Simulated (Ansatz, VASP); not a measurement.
**Two plane-wave programs on Be3CdF**

```
Be Cd F
1.0
     3.67591    0.00000    0.00000
     0.00000    3.67591    0.00000
     0.00000    0.00000    5.11703
Be Cd F
3 1 1
Direct
  0.50000 0.50000 0.80818
  0.50000 0.50000 0.19182
  0.00000 0.00000 0.00000
  0.00000 0.00000 0.50000
  0.50000 0.50000 0.50000
```

Alike in both runs: functional PBE; k mesh 6 × 6 × 4; occupations gaussian, width 0.1 eV; no spin polarisation.

Ansatz relaxed the structure, and its values are those at the end. VASP's run is a single point on that final structure, the one shown.

|  | VASP | Ansatz |
| --- | --- | --- |
| version | VASP 6.6.1 | Ansatz 0.2.0 |
| potentials or method | VASP PAW PBE potentials, release 64 (Be, Cd, F), cutoff 520 eV | scalar-relativistic, plane waves, PAW |
| valence electrons in the cell | 25 | 33 |

```tsv
	VASP	Ansatz	Ansatz less VASP
gap on the k mesh at the Fermi level (eV)	none	none	-
pressure (GPa)	0.2	0.1	-0.09
rms of the force components (eV/Å)	0.014	0.003	-0.0114
```

A gap of «none» marks a metal or a gap that the smearing closes. VASP's potentials hold 25 valence electrons a cell and Ansatz's 33, so a difference there can come from the potentials and not from the codes.
